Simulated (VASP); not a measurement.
# Sr: single point with PBE

Sr:

```
Sr
1.0
     0.00000    2.31359    2.31359
     2.31359    0.00000    2.31359
     2.31359    2.31359    0.00000
Sr
1
Direct
  0.00000 0.00000 0.00000
```

This cell differs from its parent crystal: volume scaled by 0.45.

| Item | Value |
| --- | --- |
| Program | VASP 6.6.1 |
| Task | single point |
| Functional | PBE |
| Potentials or basis | VASP PAW PBE potentials, release 64 (Sr_sv) |
| Cutoff | 520 eV |
| k mesh | 12 × 12 × 12 |
| Occupations | fermi-dirac, width 0.08 eV |
| Spin | no spin polarisation |

```json
{
 "Pressure": "29.1 GPa",
 "Band gap on the k mesh": "zero (band 5 reaches 5.61 eV, above the bottom of band 6 at 4.31 eV)"
}
```

Levels at points of the mesh, in eV from the Fermi level:
```tsv
k point	band 2	band 3	band 4	band 5	band 6	band 7	band 8	band 9
(0.00, 0.00, 0.00)	-16.59	-16.59	-16.59	-3.87	3.24	3.24	3.24	6.57
(0.50, 0.00, 0.00)	-18.80	-16.85	-16.85	-1.48	2.86	2.86	3.27	9.08
(0.50, 0.50, 0.00)	-18.62	-17.34	-17.34	-2.02	-0.83	5.52	9.15	9.88
```

Wall time 4.6 s on 1 thread of Intel(R) Xeon(R) 6975P-C (Granite Rapids), with other jobs on the host, peak memory 0.15 GiB.
